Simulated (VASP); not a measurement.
WS2:

```xyz
6
Lattice="3.1461 0.0000 0.0000 -1.5730 2.7246 0.0000 0.0000 0.0000 11.9423" Properties=species:S:1:pos:R:3 pbc="T T T"
W     0.0000    1.8164    2.9856
W     1.5730    0.9082    8.9567
S     0.0000    1.8164    7.4243
S     1.5730    0.9082    1.4531
S     0.0000    1.8164   10.4892
S     1.5730    0.9082    4.5181
```

This cell differs from its parent crystal: strain along c alone, the other axes held: -6.0 %.

| Item | Value |
| --- | --- |
| Program | VASP 6.6.1 |
| Task | relaxation of the atoms |
| Functional | PBEsol |
| Potentials or basis | VASP PAW PBE potentials, release 64 (W_sv, S) |
| Cutoff | 520 eV |
| k mesh | 12 × 12 × 2 |
| Occupations | gaussian, width 0.02 eV |
| Spin | no spin polarisation |

At the start: pressure 4.9 GPa; volume 17.06 Å³/atom.

Task: Where does the relaxation end?

Result: Over 3 steps the energy falls by 7.1 meV/atom at a fixed cell; space group P6_3/mmc (No. 194, to 0.1 Å) before and after.

Step by step:
```csv
step,energy change (eV),largest force (eV/Å),pressure (GPa)
1,0.0000,0.6877,4.90
2,-0.0422,0.0406,1.07
3,-0.0424,0.0003,1.28
```

Final structure:
```
W S
1.0
     3.14608    0.00000    0.00000
    -1.57304    2.72459    0.00000
     0.00000    0.00000   11.94233
W S
2 4
Direct
  0.33333 0.66667 0.25000
  0.66667 0.33333 0.75000
  0.33333 0.66667 0.61906
  0.66667 0.33333 0.11906
  0.33333 0.66667 0.88094
  0.66667 0.33333 0.38094
```

Caveat: the cell differs from its parent crystal (strain along c alone, the other axes held: -6.0 %); the PAW data sets were made with another functional, which shifts forces and pressure a little.
